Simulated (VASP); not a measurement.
# Hf (P-1) in VASP: single point with PBEsol

Aim: the single point of Hf with PBEsol.

Program: VASP 6.6.1. These are calculated values, not measurements. Logs are shortened: lines on timing, memory, paths and dates and some standing lists are left out, and cuts for length are marked.

### Step 1. The cell of the first run

The typed cell holds 2 atoms: a = 3.197 Å, b = 3.197 Å, c = 5.058 Å, α = 90.00°, β = 90.00°, γ = 120.00°.

### Step 2. Single point, PBEsol (atom 1 (Hf) moved by (-0.600, -0.300) A along [1 1 0] and z)

Contents of INCAR:

```
PREC     = Accurate       # precision mode
ENCUT    = 520            # plane-wave cutoff, eV
EDIFF    = 1E-7           # SCF threshold, eV
ISMEAR   = 0              # smearing method
SIGMA    = 0.15           # smearing width, eV
LREAL    = F              # projectors in reciprocal space
LASPH    = T              # aspherical terms in the spheres
NELM     = 60             # most SCF steps
ALGO     = Fast           # electronic algorithm
ISIF     = 2              # what is computed and relaxed
LWAVE    = F              # write WAVECAR
LCHARG   = F              # write CHGCAR
GGA      = PS             # functional
NBANDS   = 17             # bands
```

Contents of KPOINTS:

```
regular mesh
0
Gamma
  18 18 10
```

Contents of POSCAR:

```
Hf
1.0
    3.1966985242      0.0000000000      0.0000000000
   -1.5983492621      2.7684221302      0.0000000000
    0.0000000000      0.0000000000      5.0578000000
Hf
2
Direct
    0.1239882738      0.5134154467      0.1906856736
    0.6666666667      0.3333333333      0.7500000000
```

Potentials or basis: VASP PAW PBE potentials, release 64 (Hf_pv).

Started as:

```console
$ cat potpaw_PBE.64/Hf_pv/POTCAR > POTCAR
$ mpirun -np 1 vasp_std > vasp.out
```

OUTCAR:

```text
PREC = Accurate
   ENCUT = 520
   EDIFF = 1E-7
   ISMEAR = 0
   LREAL = F
   LASPH = T
   NELM = 60
   ISIF = 2
   GGA = PS

 ion  position               nearest neighbor table
   1  0.124  0.513  0.191-   2 2.57   2 3.05   2 3.10   2 3.21   2 3.51   2 3.65
   2  0.667  0.333  0.750-   1 2.57   1 3.05   1 3.10   1 3.21   1 3.51   1 3.65

  LATTYP: Found a hexagonal cell.
 ALAT       =     3.1966985242
 C/A-ratio  =     1.5821948681

  Lattice vectors:

 A1 = (   3.1966985242,   0.0000000000,   0.0000000000)
 A2 = (  -1.5983492621,   2.7684221302,   0.0000000000)
 A3 = (   0.0000000000,   0.0000000000,   5.0578000000)

Analysis of symmetry for initial positions (statically):
=====================================================================
 Subroutine PRICEL returns:
 Original cell was already a primitive cell.

 Routine SETGRP: Setting up the symmetry group for a
 hexagonal supercell.

 Subroutine GETGRP returns: Found  2 space group operations
 (whereof  1 operations were pure point group operations)
 out of a pool of 24 trial point group operations.

The static configuration has the point symmetry C_1 .
 The point group associated with its full space group is S_2 .

Analysis of symmetry for dynamics (positions and initial velocities):
=====================================================================
 Subroutine PRICEL returns:
 Original cell was already a primitive cell.

 Routine SETGRP: Setting up the symmetry group for a
 hexagonal supercell.

 Subroutine GETGRP returns: Found  2 space group operations
 (whereof  1 operations were pure point group operations)
 out of a pool of 24 trial point group operations.

The dynamic configuration has the point symmetry C_1 .
 The point group associated with its full space group is S_2 .

 Subroutine INISYM returns: Found  2 space group operations
 (whereof  1 operations are pure point group operations),
 and found     1 'primitive' translations

----------------------------------------------------------------------------------------

                                     Primitive cell

  volume of cell :      44.7606

  direct lattice vectors                    reciprocal lattice vectors
     3.196698524  0.000000000  0.000000000     0.312822743  0.180608295  0.000000000
    -1.598349262  2.768422130  0.000000000     0.000000000  0.361216589  0.000000000
     0.000000000  0.000000000  5.057800000     0.000000000  0.000000000  0.197714421

  length of vectors
     3.196698524  3.196698524  5.057800000     0.361216589  0.361216589  0.197714421

  position of ions in fractional coordinates (direct lattice)
     0.123988274  0.513415447  0.190685674
     0.666666667  0.333333333  0.750000000

  ion indices of the primitive-cell ions
   primitive index   ion index
                 1           1
                 2           2

----------------------------------------------------------------------------------------

 KPOINTS: regular mesh

Automatic generation of k-mesh.
 Grid dimensions read from file:
 generate k-points for:   18   18   10

 Generating k-lattice:

  Cartesian coordinates                     Fractional coordinates (reciprocal lattice)
     0.017379041  0.010033794  0.000000000     0.055555556  0.000000000  0.000000000
     0.000000000  0.020067588  0.000000000     0.000000000  0.055555556  0.000000000
     0.000000000  0.000000000  0.019771442     0.000000000  0.000000000  0.100000000

  Length of vectors
     0.020067588  0.020067588  0.019771442

  Shift w.r.t. Gamma in fractional coordinates (k-lattice)
     0.000000000  0.000000000  0.000000000

 Subroutine IBZKPT returns following result:
 ===========================================

 Found   1624 irreducible k-points:

 Following reciprocal coordinates:
            Coordinates               Weight
  0.000000  0.000000  0.000000      1.000000
  0.055556  0.000000  0.000000      2.000000
  0.000000  0.055556  0.000000      2.000000
 -0.055556  0.055556  0.000000      2.000000
  0.111111  0.000000  0.000000      2.000000
  0.000000  0.111111  0.000000      2.000000
[... 16 lines left out ...]
  0.444444 -0.000000  0.000000      2.000000
  0.000000  0.444444  0.000000      2.000000
 [... further k-points ...]
   k-points           NKPTS =   1624   k-points in BZ     NKDIM =   1624   number of bands    NBANDS=     17
   number of dos      NEDOS =    301   number of ions     NIONS =      2
   total plane-waves  NPLWV =  23040
   dimension x,y,z NGX =    24 NGY =   24 NGZ =   40
   dimension x,y,z NGXF=    48 NGYF=   48 NGZF=   80
   ions per type =               2
   NGX,Y,Z   is equivalent  to a cutoff of  12.48, 12.48, 13.15 a.u.
   NGXF,Y,Z  is equivalent  to a cutoff of  24.96, 24.96, 26.30 a.u.
 SYSTEM =  unknown system
   PREC   = accura    normal or accurate (medium, high low for compatibility)
   ISTART =      0    job   : 0-new  1-cont  2-samecut
   ICHARG =      2    charge: 1-file 2-atom 10-const
   ISPIN  =      1    spin polarized calculation?
   LNONCOLLINEAR =      F non collinear calculations
   LSORBIT =      F    spin-orbit coupling
   LASPH  =      T    aspherical Exc in radial PAW
   ENCUT  =  520.0 eV  38.22 Ry    6.18 a.u.   5.94  5.94  9.40*2*pi/ulx,y,z
   NELM   =     60;   NELMIN=  2; NELMDL= -5     # of ELM steps
   EDIFF  = 0.1E-06   stopping-criterion for ELM
   LREAL  =      F    real-space projection
   EDIFFG = 0.1E-05   stopping-criterion for IOM
   NSW    =      0    number of steps for IOM
   IBRION =     -1    ionic relax: 0-MD 1-quasi-New 2-CG
   NFREE  =      0    steps in history (QN), initial steepest desc. (CG)
   ISIF   =      2    stress and relaxation
   ISYM   =      2    0-nonsym 1-usesym 2-fastsym
   POTIM  = 0.5000    time-step for ionic-motion
   TEBEG  =    0.0;   TEEND  =   0.0 temperature during run
   PSTRESS=    0.0 pullay stress
   NELECT =      20.0000    total number of electrons
   NUPDOWN=      -1.0000    fix difference up-down
   EMIN   =  10.00;   EMAX   =-10.00  energy-range for DOS
   EFERMI =   0.00;   METHOD = LEGACY
   ISMEAR =     0;   SIGMA  =   0.15  broadening in eV -4-tet -1-fermi 0-gaus
   EFERMI_NEDOS =   21; number of points for ismear=-14 and -15
   IALGO  =     68    algorithm
   IMIX   =      4    mixing-type and parameters
     AMIX     =   0.40;   BMIX     =  1.00
     AMIX_MAG =   1.60;   BMIX_MAG =  1.00
  volume/ion in A,a.u.               =      22.38       151.03
  Fermi-wavevector in a.u.,A,eV,Ry     =   1.251564  2.365112 21.312324  1.566412
  Thomas-Fermi vector in A             =   2.385505
   LORBIT       =      0    0 simple, 1 ext, 2 COOP (PROOUT), +10 PAW based schemes
   GGA     = PS    functional components
   LHFCALC =     F    Hartree Fock is set to
   AEXX    =    0.0000 exact exchange contribution
   IVDW    =     0    specifies the selected vdW correction
   LEPSILON=     F    determine dielectric tensor
   LRPA    =     F    only Hartree local field effects (RPA)
 non-spin polarized calculation
 RMM-DIIS sequential band-by-band and
 Gauss-broadening in eV      SIGMA  =   0.15
  energy-cutoff  :      520.00
  volume of cell :       44.76
 maximum number of plane-waves:      1236
   NGX = 11   NGY = 11   NGZ = 19

 number of electron      20.0000002 magnetization

 Free energy of the ion-electron system (eV)
  ---------------------------------------------------
  ext. energy  EPLUGINS =         0.00000000
  ---------------------------------------------------
  free energy    TOTEN  =       -20.40870605 eV

  energy without entropy =      -20.38832160  energy(sigma->0) =      -20.39851383

 E-fermi :   4.5343     XC(G=0): -11.3398

 val. band max:        4.5337399906   @ k =   0.2222  -0.3333  -0.2000
 cond. band min:       4.5342797694   @ k =  -0.3889  -0.3333   0.1000
 fundamental gap:      0.0005397788
 Fermi energy:         4.5342609951

 k-point     1 :       0.0000    0.0000    0.0000
  band No.  band energies     occupation
      1     -26.7092      2.00000
      2     -25.6071      2.00000
      3     -25.5555      2.00000
      4     -25.4681      2.00000
      5     -25.4304      2.00000
      6     -25.1482      2.00000
[... 9 lines left out ...]
     16       8.3560      0.00000
     17       9.3677      0.00000

 k-point     2 :       0.0556    0.0000    0.0000
  band No.  band energies     occupation
      1     -26.7036      2.00000
      2     -25.6270      2.00000
      3     -25.5648      2.00000
      4     -25.4682      2.00000
      5     -25.4415      2.00000
      6     -25.1536      2.00000
[... 9 lines left out ...]
     16       8.2229      0.00000
     17       9.5318      0.00000

 k-point     3 :       0.0000    0.0556    0.0000
  band No.  band energies     occupation
      1     -26.7050      2.00000
      2     -25.6144      2.00000
      3     -25.5736      2.00000
      4     -25.4843      2.00000
      5     -25.4307      2.00000
      6     -25.1495      2.00000
[... 9 lines left out ...]
     16       8.5734      0.00000
     17       9.3709      0.00000

 k-point     4 :      -0.0556    0.0556    0.0000
  band No.  band energies     occupation
      1     -26.7042      2.00000
      2     -25.6251      2.00000
      3     -25.5633      2.00000
      4     -25.4819      2.00000
      5     -25.4328      2.00000
      6     -25.1508      2.00000
[... 9 lines left out ...]
     16       8.5573      0.00000
     17       9.1843      0.00000
[... 343 lines left out ...]
      1     -26.5867      2.00000
      2     -26.1588      2.00000
      3     -25.8332      2.00000
      4     -25.6358      2.00000
      5     -25.5910      2.00000
      6     -25.2290      2.00000
[... 9 lines left out ...]
     16       9.7951      0.00000
     17      10.1944      0.00000

 k-point    23 :       0.4444   -0.0000    0.0000
  band No.  band energies     occupation
      1     -26.6045      2.00000
      2     -26.1095      2.00000
      3     -25.8146      2.00000
      4     -25.7795      2.00000
      5     -25.5106      2.00000
      6     -25.3383      2.00000
[... 9 lines left out ...]
     16      10.7995      0.00000
     17      11.0664      0.00000

 k-point    24 :       0.0000    0.4444    0.0000
  band No.  band energies     occupation
      1     -26.5876      2.00000
      2     -26.2072      2.00000
      3     -25.8695      2.00000
      4     -25.7151      2.00000
      5     -25.5512      2.00000
      6     -25.1924      2.00000
[... 9 lines left out ...]
     16      10.3302      0.00000
     17      10.7970      0.00000

 [... further k-points ...]

------------------------ aborting loop because EDIFF is reached ----------------------------------------

  FORCE on cell =-STRESS in cart. coord.  units (eV):
  Direction    XX          YY          ZZ          XY          YZ          ZX
  --------------------------------------------------------------------------------------
  -------------------------------------------------------------------------------------
  Total       -0.4979509     -2.3415395      1.5207749      1.1727359      0.9692723      1.8632413
  in kB      -17.8238461    -83.8139715     54.4352047     41.9773628     34.6945087     66.6935827
  external PRESSURE =     -15.7342043 kB  Pullay stress =       0.0000000 kB

 VOLUME and BASIS-vectors are now :
 -----------------------------------------------------------------------------
  energy-cutoff  :      520.00
  volume of cell :       44.76
      direct lattice vectors                 reciprocal lattice vectors
     3.196698524  0.000000000  0.000000000     0.312822743  0.180608295  0.000000000
    -1.598349262  2.768422130  0.000000000     0.000000000  0.361216589  0.000000000
     0.000000000  0.000000000  5.057800000     0.000000000  0.000000000  0.197714421

 POSITION                                       TOTAL-FORCE (eV/Angst)
 -----------------------------------------------------------------------------------
     -0.42426      1.42135      0.96445         1.109508      0.621488      2.106284
      1.59835      0.92281      3.79335        -1.109508     -0.621488     -2.106284
 -----------------------------------------------------------------------------------
    total drift:                                0.000001      0.000001     -0.000010

  FREE ENERGIE OF THE ION-ELECTRON SYSTEM (eV)
  ---------------------------------------------------
  free  energy   TOTEN  =       -20.4087060534 eV

  energy  without entropy=      -20.3883216001  energy(sigma->0) =      -20.39851383
```

It took 11 min on 1 thread of AMD EPYC 9R45 (Zen 5), shared host; peak memory 0.99 GiB.

Results:

| Quantity | Value |
| --- | --- |
| Free energy | -20.4087 eV |
| Pressure | -1.6 GPa |
| Largest force | 2.460 eV/Å |
| Band gap on the k mesh | zero (band 10 reaches 5.66 eV, above the bottom of band 11 at 3.82 eV) |

Forces on the atoms (eV/Å):
```
Hf   1.110  0.621  2.106
Hf  -1.110 -0.621 -2.106
```

Stress tensor (GPa, compression positive):
```
-1.78  4.20  6.67
 4.20 -8.38  3.47
 6.67  3.47  5.44
```

Caveat: the cell differs from its parent crystal (atom 1 (Hf) moved by (-0.600, -0.300) A along [1 1 0] and z); the PAW data sets were made with another functional, which shifts forces and pressure a little; spin-orbit coupling is left out, which moves the levels of the heavy elements.
